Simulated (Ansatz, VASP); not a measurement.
## Zn4Te3O: VASP beside Ansatz

```
Zn Te O
1.0
     3.02703   -3.04701    0.00151
     3.02703    3.04701    0.00151
    -0.10390    0.00000   11.29473
Zn Te O
4 3 1
Direct
  0.99094 0.37526 0.59819
  0.62474 0.00906 0.40181
  0.48457 0.03007 0.86119
  0.96993 0.51543 0.13881
  0.48878 0.52223 0.72093
  0.47777 0.51122 0.27907
  0.98661 0.01339 0.00000
  0.97382 0.02618 0.50000
```

Change from the starting cell: the structure that the rattled cell fell into.

Alike in both runs: functional PBE; k mesh 6 × 6 × 4; occupations gaussian, width 0.02 eV; no spin polarisation.

Ansatz relaxed the structure, and its values are those at the end. VASP's run is a single point on that final structure, the one shown.

|  | VASP | Ansatz |
| --- | --- | --- |
| version | VASP 6.6.1 | Ansatz 0.2.0 |
| potentials or method | VASP PAW PBE potentials, release 64 (Zn, Te, O), cutoff 520 eV | scalar-relativistic, plane waves, PAW |
| valence electrons in the cell | 72 | 102 |

Ansatz gave:

| Item | Value |
| --- | --- |
| gap on the k mesh at the Fermi level (eV) | 1.08 |
| least direct gap on the mesh (eV) | 1.08 |
| pressure (GPa) | 0.0 |
| rms of the force components (eV/Å) | 0.003 |

**Question.** Estimate VASP's values.

**Answer.** gap on the k mesh at the Fermi level (eV): 1.08; least direct gap on the mesh (eV): 1.08; pressure (GPa): 0.2; rms of the force components (eV/Å): 0.045.

VASP's potentials hold 72 valence electrons a cell and Ansatz's 102, so a difference there can come from the potentials and not from the codes.

Neither program's run includes spin-orbit coupling.
